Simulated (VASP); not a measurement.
# SrCu2Sb2 (P4/nmm) in VASP: further runs

The runs below take SrCu2Sb2 through single point, with LDA.

All numbers are computed with VASP 6.6.1; they aren't measurements. Logs are shortened: lines on timing, memory, paths and dates and some standing lists are left out, and cuts for length are marked.

### 1 The cell of the first run

Symmetry: P4/nmm, No. 129, tetragonal system. Conventional cell: a = 4.566 Å, b = 4.566 Å, c = 10.759 Å, α = 90.00°, β = 90.00°, γ = 90.00°. Sr (site symmetry 4mm) has 9 Cu at 3.42 to 4.26 Å and 9 Sb at 3.43 to 3.93 Å and 4 Sr at 4.57 Å within 4.6 Å. Within 3.6 Å of Cu (site symmetry 4mm) lie 5 Sb at 2.57 to 2.69 Å and 4 Sr at 3.52 Å. Within 3.5 Å of Cu (site symmetry -4m2) lie 4 Sb at 2.67 Å and 4 Cu at 3.23 Å and 4 Sr at 3.42 Å. Sb (site symmetry 4mm) has 5 Cu at 2.57 to 2.67 Å and 4 Sr at 3.43 Å within 3.5 Å. Within 3.7 Å of Sb (site symmetry -4m2) lie 4 Cu at 2.69 Å and 4 Sb at 3.23 Å and 4 Sr at 3.64 Å.

### 2 Single point, LDA

INCAR reads:

```
PREC     = Accurate       # precision mode
ENCUT    = 520            # plane-wave cutoff, eV
EDIFF    = 1E-6           # SCF threshold, eV
ISMEAR   = 1              # smearing method
SIGMA    = 0.1            # smearing width, eV
LREAL    = False          # projectors in reciprocal space
LASPH    = True           # aspherical terms in the spheres
NELM     = 80             # most SCF steps
ALGO     = Normal         # electronic algorithm
ISIF     = 2              # what is computed and relaxed
LWAVE    = False          # write WAVECAR
LCHARG   = False          # write CHGCAR
GGA      = CA             # functional
NBANDS   = 53             # bands
```

KPOINTS reads:

```
regular mesh
0
Gamma
  6 6 3
```

POSCAR reads:

```
SrCu2Sb2
1.0
    4.5662600000      0.0000000000      0.0000000000
    0.0000000000      4.5662600000      0.0000000000
    0.0000000000      0.0000000000     10.7593900000
Sr Cu Sb
2 4 4
Direct
    0.5000000000      0.0000000000      0.2366100000
    0.0000000000      0.5000000000      0.7633900000
    0.5000000000      0.0000000000      0.6329100000
    0.0000000000      0.0000000000      0.0000000000
    0.0000000000      0.5000000000      0.3670900000
    0.5000000000      0.5000000000      0.0000000000
    0.0000000000      0.5000000000      0.1285300000
    0.5000000000      0.5000000000      0.5000000000
    0.0000000000      0.0000000000      0.5000000000
    0.5000000000      0.0000000000      0.8714700000
```

Potentials or basis: VASP PAW LDA potentials, release 64 (Sr_sv, Cu, Sb).

Run with:

```
$ cat potpaw_LDA.64/Sr_sv/POTCAR potpaw_LDA.64/Cu/POTCAR potpaw_LDA.64/Sb/POTCAR > POTCAR
$ mpirun -np 1 vasp_std > vasp.out
```

OUTCAR:

```text
PREC = Accurate
   ENCUT = 520
   EDIFF = 1E-6
   ISMEAR = 1
   LREAL = False
   LASPH = True
   NELM = 80
   ISIF = 2
   GGA = CA

 ion  position               nearest neighbor table
   1  0.500  0.000  0.237-   4 3.42   6 3.42   6 3.42   4 3.42   7 3.43   7 3.43   7 3.43   7 3.43
                             5 3.52   5 3.52   5 3.52   5 3.52   8 3.64   9 3.64   9 3.64   8 3.64
   2  0.000  0.500  0.763-   4 3.42   6 3.42   4 3.42   6 3.42  10 3.43  10 3.43  10 3.43  10 3.43
                             3 3.52   3 3.52   3 3.52   3 3.52   8 3.64   9 3.64   8 3.64   9 3.64
   3  0.500  0.000  0.633-  10 2.57   9 2.69   8 2.69   8 2.69   9 2.69   2 3.52   2 3.52   2 3.52
                             2 3.52
   4  0.000  0.000  0.000-   7 2.67  10 2.67   7 2.67  10 2.67   2 3.42   1 3.42   1 3.42   2 3.42

   5  0.000  0.500  0.367-   7 2.57   8 2.69   9 2.69   9 2.69   8 2.69   1 3.52   1 3.52   1 3.52
                             1 3.52
   6  0.500  0.500  0.000-   7 2.67  10 2.67  10 2.67   7 2.67   1 3.42   1 3.42   2 3.42   2 3.42

   7  0.000  0.500  0.129-   5 2.57   4 2.67   6 2.67   4 2.67   6 2.67   1 3.43   1 3.43   1 3.43
                             1 3.43   2 3.93
   8  0.500  0.500  0.500-   3 2.69   5 2.69   3 2.69   5 2.69   9 3.23   9 3.23   9 3.23   9 3.23
                             2 3.64   1 3.64   2 3.64   1 3.64
   9  0.000  0.000  0.500-   3 2.69   5 2.69   5 2.69   3 2.69   8 3.23   8 3.23   8 3.23   8 3.23
                             1 3.64   2 3.64   2 3.64   1 3.64
  10  0.500  0.000  0.871-   3 2.57   4 2.67   6 2.67   6 2.67   4 2.67   2 3.43   2 3.43   2 3.43
                             2 3.43   1 3.93

  LATTYP: Found a simple tetragonal cell.
 ALAT       =     4.5662600000
 C/A-ratio  =     2.3562806323

  Lattice vectors:

 A1 = (   4.5662600000,   0.0000000000,   0.0000000000)
 A2 = (   0.0000000000,   4.5662600000,   0.0000000000)
 A3 = (   0.0000000000,   0.0000000000,  10.7593900000)

Analysis of symmetry for initial positions (statically):
=====================================================================
 Subroutine PRICEL returns:
 Original cell was already a primitive cell.

 Routine SETGRP: Setting up the symmetry group for a
 simple tetragonal supercell.

 Subroutine GETGRP returns: Found 16 space group operations
 (whereof  8 operations were pure point group operations)
 out of a pool of 16 trial point group operations.

The static configuration has the point symmetry D_2d.
 The point group associated with its full space group is D_4h.

Analysis of symmetry for dynamics (positions and initial velocities):
=====================================================================
 Subroutine PRICEL returns:
 Original cell was already a primitive cell.

 Routine SETGRP: Setting up the symmetry group for a
 simple tetragonal supercell.

 Subroutine GETGRP returns: Found 16 space group operations
 (whereof  8 operations were pure point group operations)
 out of a pool of 16 trial point group operations.

The dynamic configuration has the point symmetry D_2d.
 The point group associated with its full space group is D_4h.

 Subroutine INISYM returns: Found 16 space group operations
 (whereof  8 operations are pure point group operations),
 and found     1 'primitive' translations

----------------------------------------------------------------------------------------

                                     Primitive cell

  volume of cell :     224.3411

  direct lattice vectors                    reciprocal lattice vectors
     4.566260000  0.000000000  0.000000000     0.218997604  0.000000000  0.000000000
     0.000000000  4.566260000  0.000000000     0.000000000  0.218997604  0.000000000
     0.000000000  0.000000000 10.759390000     0.000000000  0.000000000  0.092942072

  length of vectors
     4.566260000  4.566260000 10.759390000     0.218997604  0.218997604  0.092942072

  position of ions in fractional coordinates (direct lattice)
     0.500000000  0.000000000  0.236610000
     0.000000000  0.500000000  0.763390000
     0.500000000  0.000000000  0.632910000
     0.000000000  0.000000000  0.000000000
     0.000000000  0.500000000  0.367090000
     0.500000000  0.500000000  0.000000000
     0.000000000  0.500000000  0.128530000
     0.500000000  0.500000000  0.500000000
     0.000000000  0.000000000  0.500000000
     0.500000000  0.000000000  0.871470000

  ion indices of the primitive-cell ions
   primitive index   ion index
                 1           1
                 2           2
                 3           3
                 4           4
                 5           5
                 6           6
                 7           7
                 8           8
                 9           9
                10          10

----------------------------------------------------------------------------------------

 KPOINTS: regular mesh

Automatic generation of k-mesh.
 Grid dimensions read from file:
 generate k-points for:    6    6    3

 Generating k-lattice:

  Cartesian coordinates                     Fractional coordinates (reciprocal lattice)
     0.036499601  0.000000000  0.000000000     0.166666667  0.000000000  0.000000000
     0.000000000  0.036499601  0.000000000     0.000000000  0.166666667  0.000000000
     0.000000000  0.000000000  0.030980691     0.000000000  0.000000000  0.333333333

  Length of vectors
     0.036499601  0.036499601  0.030980691

  Shift w.r.t. Gamma in fractional coordinates (k-lattice)
     0.000000000  0.000000000  0.000000000

 Subroutine IBZKPT returns following result:
 ===========================================

 Found     20 irreducible k-points:

 Following reciprocal coordinates:
            Coordinates               Weight
  0.000000  0.000000  0.000000      1.000000
  0.166667  0.000000  0.000000      4.000000
  0.333333  0.000000  0.000000      4.000000
  0.500000  0.000000  0.000000      2.000000
  0.166667  0.166667  0.000000      4.000000
  0.333333  0.166667  0.000000      8.000000
[... 12 lines left out ...]
  0.500000  0.333333  0.333333      8.000000
  0.500000  0.500000  0.333333      2.000000
   k-points           NKPTS =     20   k-points in BZ     NKDIM =     20   number of bands    NBANDS=     53
   number of dos      NEDOS =    301   number of ions     NIONS =     10
   total plane-waves  NPLWV = 103680
   dimension x,y,z NGX =    36 NGY =   36 NGZ =   80
   dimension x,y,z NGXF=    72 NGYF=   72 NGZF=  160
   ions per type =               2   4   4
   NGX,Y,Z   is equivalent  to a cutoff of  13.11, 13.11, 12.36 a.u.
   NGXF,Y,Z  is equivalent  to a cutoff of  26.21, 26.21, 24.72 a.u.
 SYSTEM =  unknown system
   PREC   = accura    normal or accurate (medium, high low for compatibility)
   ISTART =      0    job   : 0-new  1-cont  2-samecut
   ICHARG =      2    charge: 1-file 2-atom 10-const
   ISPIN  =      1    spin polarized calculation?
   LNONCOLLINEAR =      F non collinear calculations
   LSORBIT =      F    spin-orbit coupling
   LASPH  =      T    aspherical Exc in radial PAW
   ENCUT  =  520.0 eV  38.22 Ry    6.18 a.u.   8.49  8.49 20.01*2*pi/ulx,y,z
   NELM   =     80;   NELMIN=  2; NELMDL= -5     # of ELM steps
   EDIFF  = 0.1E-05   stopping-criterion for ELM
   LREAL  =      F    real-space projection
   EDIFFG = 0.1E-04   stopping-criterion for IOM
   NSW    =      0    number of steps for IOM
   IBRION =     -1    ionic relax: 0-MD 1-quasi-New 2-CG
   NFREE  =      0    steps in history (QN), initial steepest desc. (CG)
   ISIF   =      2    stress and relaxation
   ISYM   =      2    0-nonsym 1-usesym 2-fastsym
   POTIM  = 0.5000    time-step for ionic-motion
   TEBEG  =    0.0;   TEEND  =   0.0 temperature during run
   PSTRESS=    0.0 pullay stress
   NELECT =      84.0000    total number of electrons
   NUPDOWN=      -1.0000    fix difference up-down
   EMIN   =  10.00;   EMAX   =-10.00  energy-range for DOS
   EFERMI =   0.00;   METHOD = LEGACY
   ISMEAR =     1;   SIGMA  =   0.10  broadening in eV -4-tet -1-fermi 0-gaus
   EFERMI_NEDOS =   21; number of points for ismear=-14 and -15
   IALGO  =     38    algorithm
   IMIX   =      4    mixing-type and parameters
     AMIX     =   0.40;   BMIX     =  1.00
     AMIX_MAG =   1.60;   BMIX_MAG =  1.00
  volume/ion in A,a.u.               =      22.43       151.39
  Fermi-wavevector in a.u.,A,eV,Ry     =   1.179954  2.229789 18.943264  1.392291
  Thomas-Fermi vector in A             =   2.316255
   LORBIT       =      0    0 simple, 1 ext, 2 COOP (PROOUT), +10 PAW based schemes
   GGA     = CA    functional components
   LHFCALC =     F    Hartree Fock is set to
   AEXX    =    0.0000 exact exchange contribution
   IVDW    =     0    specifies the selected vdW correction
   LEPSILON=     F    determine dielectric tensor
   LRPA    =     F    only Hartree local field effects (RPA)
 non-spin polarized calculation
 Methfessel and Paxton  Order N= 1 SIGMA  =   0.10
  energy-cutoff  :      520.00
  volume of cell :      224.34
 maximum number of plane-waves:      6071
 NGX is ok and might be reduce to    36
   NGX = 17   NGY = 17   NGZ = 41

 number of electron      83.9999967 magnetization

 Free energy of the ion-electron system (eV)
  ---------------------------------------------------
  ext. energy  EPLUGINS =         0.00000000
  ---------------------------------------------------
  free energy    TOTEN  =       -46.39030436 eV

  energy without entropy =      -46.38438420  energy(sigma->0) =      -46.38833097

 E-fermi :   6.4508     XC(G=0): -10.5157

 val. band max:        6.4424069195   @ k =   0.3333   0.1667   0.3333
 cond. band min:       6.4825393543   @ k =   0.0000   0.0000   0.0000
 fundamental gap:      0.0401324348
 Fermi energy:         6.4507863587

 k-point     1 :       0.0000    0.0000    0.0000
  band No.  band energies     occupation
      1     -29.0031      2.00000
      2     -29.0029      2.00000
      3     -11.2063      2.00000
      4     -11.1796      2.00000
      5     -11.1091      2.00000
      6     -11.1091      2.00000
[... 45 lines left out ...]
     52       9.8886      0.00000
     53      10.2046      0.00000
[... 1062 lines left out ...]
     52      10.9187      0.00000
     53      11.0099      0.00000

------------------------ aborting loop because EDIFF is reached ----------------------------------------

  FORCE on cell =-STRESS in cart. coord.  units (eV):
  Direction    XX          YY          ZZ          XY          YZ          ZX
  --------------------------------------------------------------------------------------
  -------------------------------------------------------------------------------------
  Total       -5.2550388     -5.2550388     -5.6982680      0.0000000      0.0000000      0.0000000
  in kB      -37.5299155    -37.5299155    -40.6953263      0.0000000      0.0000000      0.0000000
  external PRESSURE =     -38.5850525 kB  Pullay stress =       0.0000000 kB

 VOLUME and BASIS-vectors are now :
 -----------------------------------------------------------------------------
  energy-cutoff  :      520.00
  volume of cell :      224.34
      direct lattice vectors                 reciprocal lattice vectors
     4.566260000  0.000000000  0.000000000     0.218997604  0.000000000  0.000000000
     0.000000000  4.566260000  0.000000000     0.000000000  0.218997604  0.000000000
     0.000000000  0.000000000 10.759390000     0.000000000  0.000000000  0.092942072

 POSITION                                       TOTAL-FORCE (eV/Angst)
 -----------------------------------------------------------------------------------
      2.28313      0.00000      2.54578         0.000000     -0.000000     -0.044226
      0.00000      2.28313      8.21361        -0.000000     -0.000000      0.044226
      2.28313      0.00000      6.80973        -0.000000     -0.000000     -0.040952
      0.00000      0.00000      0.00000         0.000000      0.000000      0.000000
      0.00000      2.28313      3.94966         0.000000     -0.000000      0.040952
      2.28313      2.28313      0.00000         0.000000     -0.000000      0.000000
      0.00000      2.28313      1.38290        -0.000000     -0.000000     -0.076217
      2.28313      2.28313      5.37969         0.000000     -0.000000      0.000000
      0.00000      0.00000      5.37969         0.000000      0.000000      0.000000
      2.28313      0.00000      9.37649         0.000000     -0.000000      0.076217
 -----------------------------------------------------------------------------------
    total drift:                                0.000000      0.000000      0.000000

  FREE ENERGIE OF THE ION-ELECTRON SYSTEM (eV)
  ---------------------------------------------------
  free  energy   TOTEN  =       -46.3903043563 eV

  energy  without entropy=      -46.3843842034  energy(sigma->0) =      -46.38833097
```

Run time: 3.5 min. Hardware: 1 thread of AMD EPYC 9R45 (Zen 5), shared host; peak memory 0.35 GiB.

What came out:

* Free energy: -46.3903 eV
* Pressure: -3.9 GPa
* Largest force: 0.076 eV/Å
* Band gap on the k mesh: zero (bands 42 and 43 overlap by 0.93 eV)

Forces on the atoms (eV/Å):
```
Sr   0.000  0.000 -0.044
Sr   0.000  0.000  0.044
Cu   0.000  0.000 -0.041
Cu   0.000  0.000  0.000
Cu   0.000  0.000  0.041
Cu   0.000  0.000  0.000
Sb   0.000  0.000 -0.076
Sb   0.000  0.000  0.000
Sb   0.000  0.000  0.000
Sb   0.000  0.000  0.076
```

Levels at points of the mesh, in eV from the Fermi level:
| k point | band 38 | band 39 | band 40 | band 41 | band 42 | band 43 | band 44 | band 45 | band 46 | band 47 |
| --- | --- | --- | --- | --- | --- | --- | --- | --- | --- | --- |
| (0.00, 0.00, 0.00) | -1.91 | 0.03 | 0.15 | 0.22 | 0.36 | 0.36 | 0.60 | 1.56 | 2.10 | 2.15 |
| (0.50, 0.00, 0.00) | -1.43 | -1.25 | -1.25 | -0.77 | -0.77 | -0.39 | -0.39 | 1.77 | 1.77 | 2.93 |
| (0.50, 0.50, 0.00) | -2.64 | -2.24 | -2.24 | -1.79 | -1.79 | 1.98 | 1.98 | 2.45 | 2.45 | 2.77 |

Caveat: the cell stands under tension; spin-orbit coupling is left out, which moves the levels of the heavy elements.

(Continued in part 2 of 2.)

The gap in the log of VASP goes by the Fermi energy; the results here count the filled bands.